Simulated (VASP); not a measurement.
# Ni (P6_3/mmc) in VASP: notebook, part 2 of 2

VASP 6.6.1.

### Step 3. Single point, r2SCAN, collinear spin, ferromagnetic start

This run uses another cell than the first one, of 10.92 Å³/atom.

Input file POSCAR:

```
Ni
1.0
    2.4722822210      0.0000000000      0.0000000000
   -1.2361411105      2.1410592087      0.0000000000
    0.0000000000      0.0000000000      4.1272486342
Ni
2
Direct
    0.3333333333      0.6666666667      0.7500000000
    0.6666666667      0.3333333333      0.2500000000
```

Input file INCAR.step1:

```
SYSTEM = Ni
  PREC = Accurate
  ENCUT = 520
  ISMEAR = 0
  SIGMA = 0.05
  LREAL = .False.
  LASPH = .True.
  NELM = 150
  ISPIN = 2
  MAGMOM = 0.8 0.8
  LMAXMIX = 4
  NBANDS = 21
  GGA = PE
  ALGO = Normal
  EDIFF = 1E-4
  LWAVE = .True.
  LCHARG = .False.
```

Input file INCAR.step2:

```
SYSTEM = Ni
  PREC = Accurate
  ENCUT = 520
  EDIFF = 1E-6
  ISMEAR = 0
  SIGMA = 0.05
  LREAL = .False.
  LASPH = .True.
  NELM = 150
  ALGO = Normal
  ISIF = 2
  LWAVE = .False.
  LCHARG = .False.
  ISPIN = 2
  MAGMOM = 0.8 0.8
  LORBIT = 11
  LMAXMIX = 4
  METAGGA = R2SCAN
  LMIXTAU = .True.
  NBANDS = 21
  ISTART = 1
```

Input file KPOINTS:

```
regular mesh
0
Gamma
  20 20 10
  0 0 0
```

Potentials or basis: VASP PAW PBE potentials, release 64 (Ni).

Launch:

```bash
cat potpaw_PBE.64/Ni/POTCAR > POTCAR
cp INCAR.step1 INCAR
mpirun -np 1 vasp_std > vasp.out
cp INCAR.step2 INCAR
mpirun -np 1 vasp_std > vasp.out
```

OUTCAR:

```text
SYSTEM = Ni
   PREC = Accurate
   ENCUT = 520
   EDIFF = 1E-6
   ISMEAR = 0
   LREAL = .False.
   LASPH = .True.
   NELM = 150
   ISIF = 2
   ISPIN = 2
   LORBIT = 11
   METAGGA = R2SCAN
   ISTART = 1

 ion  position               nearest neighbor table
   1  0.333  0.667  0.750-   2 2.51   2 2.51   2 2.51   2 2.51   2 2.51   2 2.51
   2  0.667  0.333  0.250-   1 2.51   1 2.51   1 2.51   1 2.51   1 2.51   1 2.51

  LATTYP: Found a hexagonal cell.
 ALAT       =     2.4722822210
 C/A-ratio  =     1.6694083706

  Lattice vectors:

 A1 = (   2.4722822210,   0.0000000000,   0.0000000000)
 A2 = (  -1.2361411105,   2.1410592087,   0.0000000000)
[... 1369 lines left out ...]

 VOLUME and BASIS-vectors are now :
 -----------------------------------------------------------------------------
  energy-cutoff  :      520.00
  volume of cell :       21.85
      direct lattice vectors                 reciprocal lattice vectors
     2.472282221  0.000000000  0.000000000     0.404484566  0.233529273  0.000000000
    -1.236141110  2.141059209  0.000000000     0.000000000  0.467058546  0.000000000
     0.000000000  0.000000000  4.127248634     0.000000000  0.000000000  0.242292163

 POSITION                                       TOTAL-FORCE (eV/Angst)
 -----------------------------------------------------------------------------------
     -0.00000      1.42737      3.09544         0.000000     -0.000000      0.000000
      1.23614      0.71369      1.03181         0.000000      0.000000      0.000000
 -----------------------------------------------------------------------------------
    total drift:                                0.000000     -0.000000     -0.000000

  FREE ENERGIE OF THE ION-ELECTRON SYSTEM (eV)
  ---------------------------------------------------
  free  energy   TOTEN  =       -23.7869101730 eV

  energy  without entropy=      -23.7841914351  energy(sigma->0) =      -23.78555080

 total charge

# of ion       s       p       d       tot
------------------------------------------
    1        0.511   0.513   8.316   9.340
    2        0.511   0.513   8.316   9.340
--------------------------------------------------
tot          1.021   1.025  16.633  18.679

 magnetization (x)

# of ion       s       p       d       tot
------------------------------------------
    1       -0.008  -0.042   0.797   0.747
    2       -0.008  -0.042   0.797   0.747
--------------------------------------------------
tot         -0.016  -0.084   1.594   1.494
```

OUTCAR.step1:

```text
SYSTEM = Ni
   PREC = Accurate
   ENCUT = 520
   ISMEAR = 0
   LREAL = .False.
   LASPH = .True.
[... 1398 lines left out ...]
     -0.00000      1.42737      3.09544        -0.000000      0.000000      0.000000
      1.23614      0.71369      1.03181         0.000000     -0.000000      0.000000
 -----------------------------------------------------------------------------------
    total drift:                               -0.000000      0.000000     -0.000000

  FREE ENERGIE OF THE ION-ELECTRON SYSTEM (eV)
  ---------------------------------------------------
  free  energy   TOTEN  =       -10.8887854444 eV

  energy  without entropy=      -10.8831690210  energy(sigma->0) =      -10.88597723
```

OSZICAR.step1:

```text
N       E                     dE             d eps       ncg     rms          rms(c)
DAV:   1     0.962374900462E+02    0.96237E+02   -0.88796E+03 23738   0.135E+03
DAV:   2    -0.729935159546E+01   -0.10354E+03   -0.95566E+02 22466   0.234E+02
DAV:   3    -0.128754227907E+02   -0.55761E+01   -0.53453E+01 25373   0.621E+01
DAV:   4    -0.129427262302E+02   -0.67303E-01   -0.67258E-01 25406   0.644E+00
DAV:   5    -0.129444956344E+02   -0.17694E-02   -0.17693E-02 25584   0.104E+00    0.140E+01
DAV:   6    -0.115807800694E+02    0.13637E+01   -0.72635E+00 26128   0.578E+01    0.870E+00
DAV:   7    -0.109225265270E+02    0.65825E+00   -0.15801E+00 25672   0.236E+01    0.266E+00
DAV:   8    -0.108949859848E+02    0.27541E-01   -0.12541E-02 30439   0.131E+00    0.133E+00
DAV:   9    -0.108900495539E+02    0.49364E-02   -0.61879E-04 30907   0.350E-01    0.387E-01
DAV:  10    -0.108888426262E+02    0.12069E-02   -0.13393E-04 18268   0.203E-01    0.680E-02
DAV:  11    -0.108887854444E+02    0.57182E-04   -0.11848E-04 16298   0.103E-01
   1 F= -.10888785E+02 E0= -.10885977E+02  d E =-.561642E-02  mag=     1.2714
```

Wall time 24 min (1 thread of Oxide Virtual Turin-like, shared host); peak memory 0.24 GiB.

Results:

| Item | Value |
| --- | --- |
| Free energy | -23.7869 eV |
| Pressure | -6.3 GPa |
| Net moment | 1.45 μB per cell |
| Site moments | Ni +0.75 μB |
| Valence electrons inside the program's atomic spheres | Ni 9.34 |

Stress tensor (GPa, compression positive):
```
-6.18  0.00  0.00
 0.00 -6.18  0.00
 0.00  0.00 -6.43
```

Levels at points of the mesh, in eV from the Fermi level:
Spin up:
```tsv
k point	band 8	band 9	band 10	band 11	band 12	band 13	band 14	band 15
(0.00, 0.00, 0.00)	-1.86	-1.86	-0.98	-0.98	-0.60	5.28	23.65	25.75
(0.50, 0.00, 0.00)	-1.05	-0.94	-0.83	0.93	2.97	9.48	10.06	12.50
(0.00, 0.00, 0.50)	-2.79	-1.28	-1.28	-1.28	-1.28	14.18	14.18	24.40
(0.50, 0.00, 0.50)	-1.44	-0.98	-0.98	1.43	1.43	6.90	6.90	19.09
```
Spin down:
| k point | band 7 | band 8 | band 9 | band 10 | band 11 | band 12 |
| --- | --- | --- | --- | --- | --- | --- |
| (0.00, 0.00, 0.00) | -1.33 | -1.13 | -1.13 | -0.78 | -0.20 | -0.20 |
| (0.50, 0.00, 0.00) | -1.15 | -0.05 | 0.30 | 0.42 | 1.86 | 3.63 |
| (0.00, 0.00, 0.50) | -1.68 | -1.68 | -0.45 | -0.45 | -0.45 | -0.45 |
| (0.50, 0.00, 0.50) | -0.20 | -0.20 | 0.37 | 0.37 | 1.55 | 1.55 |

Caveat: the cell stands under tension; the PAW data sets were made with another functional, which shifts forces and pressure a little.
